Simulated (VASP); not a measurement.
Write the native input for VASP 6.6.1 that does the following.

```yaml
Task: single point
Functional: PBE
Potentials_or_basis: VASP PAW PBE potentials, release 64 (Zn, Au)
Cutoff: 500 eV
k_mesh: 8 × 8 × 8
Occupations: gaussian, width 0.1 eV
Spin: no spin polarisation
Dipole_correction: no
Further_INCAR_settings: ALGO = Normal; EDIFF = 1e-06; NBANDS = 24
```

The structure of ZnAu2 lies in POSCAR:

```
ZnAu2
1.0
   -1.6319833487      1.6319833487      4.7222864699
    1.6319833487     -1.6319833487      4.7222864699
    1.6319833487      1.6319833487     -4.7222864699
Zn Au
1 2
Direct
    0.0000000000      0.0000000000      0.0000000000
    0.6545765888      0.6545765888      0.0000000000
    0.3454234112      0.3454234112      0.0000000000
```

The input as run:

INCAR

```
PREC = Accurate
ENCUT = 500
EDIFF = 1E-6
ISMEAR = 0
SIGMA = 0.1
LREAL = False
LASPH = True
NELM = 120
ALGO = Normal
ISIF = 2
LWAVE = False
LCHARG = False
GGA = PE
NBANDS = 24
GGA_COMPAT = False
```

KPOINTS

```
regular mesh
0
Gamma
  8 8 8
```

Potentials or basis: VASP PAW PBE potentials, release 64 (Zn, Au).

The run is started by

```bash
$ cat potpaw_PBE.64/Zn/POTCAR potpaw_PBE.64/Au/POTCAR > POTCAR
$ mpirun -np 1 vasp_std > vasp.out
```

It gave:

The pressure is 0.2 GPa and the largest force is 0.006 eV/Å. The band gap on the k mesh is zero (bands 17 and 18 overlap by 3.76 eV).

Caveat: spin-orbit coupling is left out, which moves the levels of the heavy elements.

Wall time 81 s on 1 thread of Intel(R) Xeon(R) Platinum 8259CL CPU @ 2.50GHz (Skylake/Cascade Lake), with other jobs on the host, peak memory 0.27 GiB.
